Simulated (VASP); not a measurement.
Runs of VASP 6.6.1 on MgO. The structure is that of space group F-43m (No. 216), or close to it. The cells are those of the table. 

```tsv
task	level	cell	cutoff (eV)	smearing	gap on the mesh (eV)	pressure (GPa)	relaxed volume (Å³/atom)
relaxation of cell and atoms	PBE	relaxed from a = 3.261 Å, angles 60.0°, 2 atoms	600	gaussian 0.01 eV	3.49	0.0	12.21
single point	r2SCAN	a = 3.261 Å, angles 60.0°, 2 atoms	520	gaussian 0.02 eV	4.14	-4.3	-
relaxation of cell and atoms	PBE	relaxed from a = 3.260 Å, angles 60.0°, 2 atoms	600	gaussian 0.02 eV	(b)	0.1	(a)
single point	PBE	a = 3.261 Å, angles 60.0°, 2 atoms	520	gaussian 0.01 eV	3.46	-0.4	-
```

Alike in all rows: potentials or basis VASP PAW PBE potentials, release 64 (Mg, O); no spin polarisation; k mesh 8 × 8 × 8.

**Question.** Fill in the values left out.

**Answer.** (a) 12.19; (b) 3.50.

Caveats: the PAW data sets were made with another functional, which shifts forces and pressure a little (some runs).

